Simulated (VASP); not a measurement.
The system is C.

```xyz
2
Lattice="0.0000 1.8165 1.7967 1.6841 0.0000 1.7967 1.6841 1.8165 0.0000" Properties=species:S:1:pos:R:3 pbc="T T T"
C     1.6841    1.8165    1.7967
C     2.5262    2.7248    2.6950
```

This cell differs from its parent crystal: strain +e along x and -e along y -0.0375, strain +e along z and -e/2 along x and y +0.0175.

Base run:

```yaml
Program: VASP 6.6.1
Functional: LDA
Potentials_or_basis: VASP PAW LDA potentials, release 64 (C)
Cutoff: 520 eV
k_mesh: 12 × 12 × 12
Occupations: gaussian, width 0.05 eV
Spin: no spin polarisation
```

Its results: band gap on the k mesh 2.44 eV, indirect (least direct gap 4.44 eV); pressure 2.5 GPa.

The run is repeated on the same cell with these changes: potentials or basis from VASP PAW LDA potentials, release 64 (C) to VASP PAW LDA potentials, release 64 (C_h); cutoff from 520 eV to 910 eV. What comes out?

Band gap on the k mesh 2.45 eV, indirect (least direct gap 4.44 eV); pressure 1.6 GPa.

Caveats: the cutoff is under 1.25 times the usual one of these potentials, so pressure, stress and relaxed cells hold a basis-set (Pulay) error (some runs).

A k mesh can miss the band edges.
